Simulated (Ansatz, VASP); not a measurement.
## One calculation of BeS, two programs

Contents of POSCAR:

```
BeS
1.0
    0.0000000000      2.4343066371      2.4343066371
    2.4343066371      0.0000000000      2.4343066371
    2.4343066371      2.4343066371      0.0000000000
Be S
1 1
Direct
    0.0000000000      0.0000000000      0.0000000000
    0.2500000000      0.2500000000      0.2500000000
```

The input INCAR.step1:

```
PREC = Accurate ; ENCUT = 520
EDIFF = 1E-5 ; ISMEAR = 0
SIGMA = 0.01 ; LREAL = F
LASPH = T ; NELM = 100
ALGO = Normal ; ISIF = 2
LWAVE = T ; LCHARG = F
NBANDS = 11 ; GGA = PE
```

File INCAR.step2:

```
PREC = Accurate ; ENCUT = 520
EDIFF = 1E-6 ; ISMEAR = 0
SIGMA = 0.01 ; LREAL = F
LASPH = T ; NELM = 100
ALGO = Normal ; ISIF = 2
LWAVE = F ; LCHARG = F
GGA = PE ; LHFCALC = T
HFSCREEN = 0.2079 ; PRECFOCK = Normal
NBANDS = 11 ; ISTART = 1
```

KPOINTS

```
regular mesh
0
Gamma
  6 6 6
```

Input for Ansatz:

```yaml
crystal:
  lattice:
    - [0.0, 2.4343066371, 2.4343066371]
    - [2.4343066371, 0.0, 2.4343066371]
    - [2.4343066371, 2.4343066371, 0.0]
  atoms:
    - { symbol: Be, position: [0.0, 0.0, 0.0] }
    - { symbol: S, position: [0.25, 0.25, 0.25] }
kpoints:
  mp_grid: { grid: [6, 6, 6] }
  band_path:
    path:
      - [0.0, 0.0, 0.0]
      - [-0.5, -0.5, 0.0]
      - [-0.375, -0.375, 0.25]
      - [-0.375, 0.0, 0.375]
      - [0.0, 0.0, 0.5]
      - [-0.5, -0.25, 0.25]
      - [-0.0375, 0.0, 0.0375]
    npoints: 1
hamiltonian:
  xc: hse06
scf:
  occupations: { method: fixed }
  n_extra_bands: 4
output:
  forces: true
  stress: true
  eigenvalues: true
```

Alike in both runs: task single point; functional HSE06; k mesh 6 × 6 × 6; no spin polarisation.

```csv
,VASP,Ansatz
version,VASP 6.6.1,Ansatz 0.2.0
potentials or method,"VASP PAW PBE potentials, release 64 (Be, S)","plane waves, PAW"
plane-wave cutoff (eV),520,420
occupations,"gaussian, width 0.01 eV",fixed
valence electrons in the cell,8,8
```

```tsv
	VASP	Ansatz	Ansatz less VASP
gap on the k mesh at the Fermi level (eV)	4.08	4.09	+0.009
pressure (GPa)	-1.1	-0.9	+0.14
```

Ansatz's warnings: stress exchange threshold loose, stress scf threshold loose.
